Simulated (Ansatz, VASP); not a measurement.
One calculation of Ta2Mo, two programs

```xyz
6
Lattice="5.4051 0.0000 0.0000 0.0000 5.4051 0.0000 0.0000 0.0000 5.4051" Properties=species:S:1:pos:R:3 pbc="T T T"
Ta    1.3513    1.3513    1.3513
Ta    1.3513    4.0538    4.0538
Ta    4.0538    4.0538    1.3513
Ta    4.0538    1.3513    4.0538
Mo    0.0000    0.0000    0.0000
Mo    2.7025    2.7025    2.7025
```

Alike in both runs: functional PBE; k mesh 8 × 8 × 8; occupations gaussian, width 0.1 eV; no spin polarisation.

Ansatz relaxed the structure, and its values are those at the end. VASP's run is a single point on that final structure, the one shown.

|  | VASP | Ansatz |
| --- | --- | --- |
| version | VASP 6.6.1 | Ansatz 0.2.0 |
| potentials or method | VASP PAW PBE potentials, release 64 (Ta_pv, Mo_sv), cutoff 520 eV | scalar-relativistic, plane waves, PAW |
| valence electrons in the cell | 72 | 80 |

VASP gave:

| Property | Result |
| --- | --- |
| gap on the k mesh at the Fermi level (eV) | none |
| pressure (GPa) | 0.5 |

Question: What did Ansatz give for the same quantities?

Answer: gap on the k mesh at the Fermi level (eV): none; pressure (GPa): 0.0.

A gap of «none» marks a metal or a gap that the smearing closes. VASP's potentials hold 72 valence electrons a cell and Ansatz's 80, so a difference there can come from the potentials and not from the codes.

Neither program's run includes spin-orbit coupling.
